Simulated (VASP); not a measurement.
A run of VASP 6.6.1:

File INCAR:

```
SYSTEM = PbF2
PREC = Accurate
ENCUT = 520
EDIFF = 1E-6
ISMEAR = -1
SIGMA = 0.05
LREAL = .False.
LASPH = .True.
NELM = 60
ALGO = Normal
ISIF = 2
LWAVE = .False.
LCHARG = .True.
GGA = PS
IVDW = 12
LELF = .True.
LVHAR = .True.
NBANDS = 21
```

Contents of KPOINTS:

```
regular mesh
0
Gamma
  8 8 8
  0 0 0
```

The input POSCAR:

```
PbF2
1.0
    0.0000000000      2.9316812516      2.9316812516
    2.9316812516      0.0000000000      2.9316812516
    2.9316812516      2.9316812516      0.0000000000
Pb F
1 2
Direct
    0.0000000000      0.0000000000      0.0000000000
    0.7500000000      0.7500000000      0.7500000000
    0.2500000000      0.2500000000      0.2500000000
```

Potentials or basis: VASP PAW PBE potentials, release 64 (Pb_d, F).

Run with:

```console
$ cat potpaw_PBE.64/Pb_d/POTCAR potpaw_PBE.64/F/POTCAR > POTCAR
$ mpirun -np 1 vasp_std > vasp.out
```

Hardware: 1 thread of Intel(R) Xeon(R) 6975P-C (Granite Rapids) (shared host).

Q: Estimate the wall time of this run.

A: It took 12 s on 1 thread of Intel(R) Xeon(R) 6975P-C (Granite Rapids) (shared host), peak memory 0.19 GiB. Counts: scf iterations 14, k points 29.
